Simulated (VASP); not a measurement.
Here is a VASP 6.6.1 calculation.

INCAR

```
PREC     = Accurate       # precision mode
ENCUT    = 520            # plane-wave cutoff, eV
EDIFF    = 1E-6           # SCF threshold, eV
ISMEAR   = 0              # smearing method
SIGMA    = 0.02           # smearing width, eV
LREAL    = F              # projectors in reciprocal space
LASPH    = T              # aspherical terms in the spheres
NELM     = 100            # most SCF steps
ALGO     = Normal         # electronic algorithm
ISIF     = 2              # what is computed and relaxed
LWAVE    = F              # write WAVECAR
LCHARG   = F              # write CHGCAR
GGA      = PE             # functional
NBANDS   = 27             # bands
```

Contents of KPOINTS:

```
Automatic mesh
0
Gamma
  8 6 4
```

File POSCAR:

```
S
1.0
    4.4142842381      0.0015025312      0.0969775027
    2.2045590801      5.3038166605      0.0582119184
    1.9601375206      0.0030210505      8.7562797162
S
6
Direct
    0.7957167214      0.4099264712      0.6089503133
    0.6842054949      0.6329300637      0.1097666771
    0.0242049835      0.7639892597      0.9614711166
    0.2152105167      0.9079725897      0.1049859195
    0.6006058467      0.1348820164      0.6060639801
    0.2670912459      0.2770085806      0.4614632763
```

Potentials or basis: VASP PAW PBE potentials, release 64 (S).

The run is started by

```bash
$ cat potpaw_PBE.64/S/POTCAR > POTCAR
$ mpirun -np 1 vasp_std > vasp.out
```

(1) Estimate the largest force.

(2) Predict the band gap on the k mesh.

Results:

(1) 0.128 eV/Å.

(2) 2.43 eV, indirect (least direct gap 2.52 eV).
